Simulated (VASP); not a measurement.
# Mn2SiO6 (Fm-3m) in VASP: notebook, part 2 of 2

VASP 6.6.1.

## 3. Single point, PBE, collinear spin, ferromagnetic start

This run uses another cell than the first one, of 9.30 Å³/atom, 0.956 times its volume.

Contents of INCAR:

```
PREC = Accurate
ENCUT = 520
EDIFF = 1E-7
ISMEAR = 0
SIGMA = 0.1
LREAL = F
LASPH = T
NELM = 150
ALGO = Normal
ISIF = 2
LWAVE = F
LCHARG = F
ISPIN = 2
MAGMOM = 4 4 0 0 0 0 0 0 0
LORBIT = 11
LMAXMIX = 4
GGA = PE
NBANDS = 47
```

Contents of KPOINTS:

```
Automatic mesh
0
Gamma
  4 4 4
```

Contents of POSCAR:

```
Mn2SiO6
1.0
    0.0000000000      3.4719571700      3.4719571700
    3.4719571700      0.0000000000      3.4719571700
    3.4719571700      3.4719571700      0.0000000000
Mn Si O
2 1 6
Direct
    0.2500000000      0.2500000000      0.2500000000
    0.7500000000      0.7500000000      0.7500000000
    0.0000000000      0.0000000000      0.0000000000
    0.7500000000      0.2500000000      0.2500000000
    0.2500000000      0.7500000000      0.7500000000
    0.2500000000      0.7500000000      0.2500000000
    0.7500000000      0.2500000000      0.7500000000
    0.2500000000      0.2500000000      0.7500000000
    0.7500000000      0.7500000000      0.2500000000
```

Potentials or basis: VASP PAW PBE potentials, release 64 (Mn_pv, Si, O).

Run with:

```
cat potpaw_PBE.64/Mn_pv/POTCAR potpaw_PBE.64/Si/POTCAR potpaw_PBE.64/O/POTCAR > POTCAR
mpirun -np 1 vasp_std > vasp.out
```

Wall time 63 s (1 thread of Intel Xeon 6975P-C (Granite Rapids), shared host); peak memory 0.3 GiB.

It converged, with:

```yaml
Free_energy: -60.5808 eV
Pressure: 2.9 GPa
Band_gap_on_the_k_mesh: zero (filled and empty bands overlap)
Net_moment: 6.00 μB per cell
Site_moments: Mn +4.15; Si +0.02; O -0.39 μB
Valence_electrons_inside_the_program's_atomic_spheres: Mn 11.06; Si 1.64; O 4.96
```

Levels at points of the mesh, in eV from the Fermi level:
Spin up:
```tsv
k point	band 33	band 34	band 35	band 36	band 37	band 38	band 39	band 40
(0.00, 0.00, 0.00)	-0.45	-0.45	-0.05	-0.05	-0.05	0.69	0.69	0.69
(0.50, 0.00, 0.00)	-1.00	-1.00	-0.32	-0.06	0.49	0.49	0.58	0.58
(0.50, 0.50, 0.00)	-1.95	-0.50	-0.01	-0.01	0.11	0.45	0.45	0.99
```
Spin down:
| k point | band 26 | band 27 | band 28 | band 29 | band 30 | band 31 | band 32 | band 33 | band 34 | band 35 |
| --- | --- | --- | --- | --- | --- | --- | --- | --- | --- | --- |
| (0.00, 0.00, 0.00) | -0.72 | -0.72 | -0.28 | -0.28 | -0.28 | 1.20 | 1.20 | 1.58 | 1.58 | 1.58 |
| (0.50, 0.00, 0.00) | -1.00 | -0.93 | -0.93 | -0.78 | -0.78 | 1.72 | 1.72 | 1.77 | 1.77 | 1.95 |
| (0.50, 0.50, 0.00) | -2.66 | -1.32 | -1.32 | -0.93 | -0.60 | 1.65 | 1.86 | 1.91 | 2.00 | 2.49 |

Caveat: the k points lie up to 0.39 Å⁻¹ apart; semilocal functionals often make such compounds metallic where correlation or magnetic order opens a gap, which also shifts bond lengths; only a ferromagnetic start was run, and an antiferromagnetic order may lie lower in energy.

## 4. Single point, PBE, collinear spin, ferromagnetic start

This run uses another cell than the first one, of 9.75 Å³/atom, 1.002 times its volume.

Contents of INCAR:

```
SYSTEM = Mn2SiO6
ALGO = Normal
EDIFF = 1E-6
ENCUT = 520
GGA = PE
ISIF = 2
ISMEAR = 0
ISPIN = 2
LASPH = .TRUE.
LCHARG = .FALSE.
LMAXMIX = 4
LORBIT = 11
LREAL = .FALSE.
LWAVE = .FALSE.
MAGMOM = 4 4 0 0 0 0 0 0 0
NBANDS = 47
NELM = 150
PREC = Accurate
SIGMA = 0.1
```

Contents of KPOINTS:

```
k-points
0
G
  4 4 4
  0 0 0
```

Contents of POSCAR:

```
Mn2SiO6
1.0
    0.0000000000      3.5272880847      3.5272880847
    3.5272880847      0.0000000000      3.5272880847
    3.5272880847      3.5272880847      0.0000000000
Mn Si O
2 1 6
Direct
    0.2500000000      0.2500000000      0.2500000000
    0.7500000000      0.7500000000      0.7500000000
    0.0000000000      0.0000000000      0.0000000000
    0.7562682218      0.2437317782      0.2437317782
    0.2437317782      0.7562682218      0.7562682218
    0.2437317782      0.7562682218      0.2437317782
    0.7562682218      0.2437317782      0.7562682218
    0.2437317782      0.2437317782      0.7562682218
    0.7562682218      0.7562682218      0.2437317782
```

Run with:

```
cat potpaw_PBE.64/Mn_pv/POTCAR potpaw_PBE.64/Si/POTCAR potpaw_PBE.64/O/POTCAR > POTCAR
mpirun -np 1 vasp_std > vasp.out
```

It took 74 s on 1 thread of AMD EPYC 9R45 (Zen 5), shared host; peak memory 0.27 GiB.

The run converged. Its results:

| Property | Result |
| --- | --- |
| Free energy | -60.7292 eV |
| Pressure | 0.4 GPa |
| Largest force | 0.043 eV/Å |
| Band gap on the k mesh | zero (filled and empty bands overlap) |
| Net moment | 6.00 μB per cell |
| Site moments | Mn +4.22; Si +0.02; O -0.41 μB |
| Valence electrons inside the program's atomic spheres | Mn 11.04; Si 1.67; O 4.95 |

Forces in eV/Å, atoms in the order of the input:
```
Mn   0.000  0.000  0.000
Mn   0.000  0.000  0.000
Si   0.000  0.000  0.000
O    0.043  0.000  0.000
O   -0.043  0.000  0.000
O    0.000  0.043  0.000
O    0.000 -0.043  0.000
O    0.000  0.000  0.043
O    0.000  0.000 -0.043
```

Levels at points of the mesh, in eV from the Fermi level:
Spin up:
| k point | band 33 | band 34 | band 35 | band 36 | band 37 | band 38 | band 39 | band 40 |
| --- | --- | --- | --- | --- | --- | --- | --- | --- |
| (0.00, 0.00, 0.00) | -0.53 | -0.53 | -0.08 | -0.08 | -0.08 | 0.72 | 0.72 | 0.72 |
| (0.50, 0.00, 0.00) | -1.01 | -1.01 | -0.34 | 0.10 | 0.41 | 0.41 | 0.59 | 0.59 |
| (0.50, 0.50, 0.00) | -1.91 | -0.59 | 0.01 | 0.01 | 0.06 | 0.39 | 0.39 | 0.98 |
Spin down:
```tsv
k point	band 28	band 29	band 30	band 31	band 32	band 33
(0.00, 0.00, 0.00)	-0.32	-0.32	-0.32	1.32	1.32	1.69
(0.50, 0.00, 0.00)	-0.90	-0.80	-0.80	1.80	1.80	1.86
(0.50, 0.50, 0.00)	-1.33	-1.02	-0.59	1.74	1.93	1.97
```

Caveat: the k points lie up to 0.39 Å⁻¹ apart; semilocal functionals often make such compounds metallic where correlation or magnetic order opens a gap, which also shifts bond lengths; only a ferromagnetic start was run, and an antiferromagnetic order may lie lower in energy. With open d or f shells a metallic result of PBE can be an artefact of self-interaction; +U or a hybrid may open a gap.

## 5. Relaxation of cell and atoms, PBE, collinear spin, ferromagnetic start

This run uses another cell than the first one, of 9.30 Å³/atom, 0.956 times its volume.

Contents of INCAR:

```
SYSTEM = Mn2SiO6
ALGO = Normal ; EDIFF = 1E-6
EDIFFG = -0.04 ; ENCUT = 600
GGA = PE ; IBRION = 2
ISIF = 3 ; ISMEAR = 0
ISPIN = 2 ; LASPH = .True.
LCHARG = .False. ; LMAXMIX = 4
LORBIT = 11 ; LREAL = .False.
LWAVE = .False. ; MAGMOM = 4 4 0 0 0 0 0 0 0
NELM = 150 ; NSW = 90
PREC = Accurate ; SIGMA = 0.1
```

Contents of KPOINTS:

```
k-points
0
Gamma
  4 4 4
  0 0 0
```

Contents of POSCAR:

```
Mn2SiO6
1.0
    0.0000000000      3.4719571700      3.4719571700
    3.4719571700      0.0000000000      3.4719571700
    3.4719571700      3.4719571700      0.0000000000
Mn Si O
2 1 6
Direct
    0.2500000000      0.2500000000      0.2500000000
    0.7500000000      0.7500000000      0.7500000000
    0.0000000000      0.0000000000      0.0000000000
    0.7500000000      0.2500000000      0.2500000000
    0.2500000000      0.7500000000      0.7500000000
    0.2500000000      0.7500000000      0.2500000000
    0.7500000000      0.2500000000      0.7500000000
    0.2500000000      0.2500000000      0.7500000000
    0.7500000000      0.7500000000      0.2500000000
```

Run with:

```
cat potpaw_PBE.64/Mn_pv/POTCAR potpaw_PBE.64/Si/POTCAR potpaw_PBE.64/O/POTCAR > POTCAR
mpirun -np 1 vasp_std > vasp.out
```

Run time: 3.4 min. Hardware: 1 thread of AMD EPYC 9R45 (Zen 5), shared host; peak memory 0.28 GiB.

It converged, with:

```yaml
Free_energy: -60.7297 eV
Relaxed_volume: 9.75 Å³/atom
Relaxed_cell: a = 4.989 Å, b = 4.989 Å, c = 4.989 Å, α = 60.00°, β = 60.00°, γ = 60.00°
Space_group_after_relaxing_to_0.05_Å: Fm-3m (No. 225)
Energy_gained_by_relaxing: 15.4 meV/atom
Ionic_steps: 5
Pressure_after_relaxing: 0.0 GPa
Band_gap_on_the_k_mesh: zero (filled and empty bands overlap)
Net_moment: 6.00 μB per cell
Site_moments: Mn +4.22; Si +0.02; O -0.41 μB
Valence_electrons_inside_the_program's_atomic_spheres: Mn 11.04; Si 1.67; O 4.95
```

The path:
```
step  energy change (eV)  largest force (eV/Å)  pressure (GPa)  volume (Å³)
   1              0.0000                0.8428            2.64        83.71
   2             -0.1115                0.2570            3.89        85.58
   3             -0.1119                0.1842            3.97        85.46
   4             -0.1316                0.1477           -1.93        89.02
   5             -0.1382                0.0358           -0.04        87.79
```

Final structure:
```
Mn Si O
1.0
     0.00000    3.52755    3.52755
     3.52755    0.00000    3.52755
     3.52755    3.52755    0.00000
Mn Si O
2 1 6
Direct
  0.25000 0.25000 0.25000
  0.75000 0.75000 0.75000
  0.00000 0.00000 0.00000
  0.75594 0.24406 0.24406
  0.24406 0.75594 0.75594
  0.24406 0.75594 0.24406
  0.75594 0.24406 0.75594
  0.24406 0.24406 0.75594
  0.75594 0.75594 0.24406
```

Levels at points of the mesh, in eV from the Fermi level:
Spin up:
```csv
k point,band 33,band 34,band 35,band 36,band 37,band 38,band 39,band 40
"(0.00, 0.00, 0.00)",-0.53,-0.53,-0.08,-0.08,-0.08,0.72,0.72,0.72
"(0.50, 0.00, 0.00)",-1.01,-1.01,-0.34,0.10,0.41,0.41,0.58,0.58
"(0.50, 0.50, 0.00)",-1.92,-0.59,0.00,0.00,0.06,0.39,0.39,0.98
```
Spin down:
| k point | band 28 | band 29 | band 30 | band 31 | band 32 | band 33 |
| --- | --- | --- | --- | --- | --- | --- |
| (0.00, 0.00, 0.00) | -0.32 | -0.32 | -0.32 | 1.32 | 1.32 | 1.69 |
| (0.50, 0.00, 0.00) | -0.90 | -0.80 | -0.80 | 1.80 | 1.80 | 1.86 |
| (0.50, 0.50, 0.00) | -1.33 | -1.02 | -0.59 | 1.74 | 1.93 | 1.97 |

Caveat: the k points lie up to 0.39 Å⁻¹ apart in the final cell; semilocal functionals often make such compounds metallic where correlation or magnetic order opens a gap, which also shifts bond lengths; only a ferromagnetic start was run, and an antiferromagnetic order may lie lower in energy.

## 6. Summary

```tsv
task	spin	cell	k mesh	cutoff (eV)	gap on the mesh (eV)	pressure (GPa)	moment (μB)	largest force (eV/Å)
single point	collinear, ferrimagnetic start	a = 4.985 Å, angles 60.0°, 9 atoms	10 × 10 × 10	520	none	0.4	6.00	0.05
single point	collinear, ferromagnetic start	a = 4.910 Å, angles 60.0°, 9 atoms	4 × 4 × 4	520	none	2.9	6.00	-
single point	collinear, ferromagnetic start	a = 4.988 Å, angles 60.0°, 9 atoms	4 × 4 × 4	520	none	0.4	6.00	0.04
relaxation of cell and atoms	collinear, ferromagnetic start	relaxed from a = 4.910 Å, angles 60.0°, 9 atoms	4 × 4 × 4	600	none	0.0	6.00	-
```

Alike in all rows: level PBE; potentials or basis VASP PAW PBE potentials, release 64 (Mn_pv, Si, O); smearing gaussian 0.1 eV.

Caveats: some runs use coarse meshes; semilocal functionals often make such compounds metallic where correlation or magnetic order opens a gap, which also shifts bond lengths.

Total energies depend on the potentials used, so only differences within one code and one set of settings carry meaning.
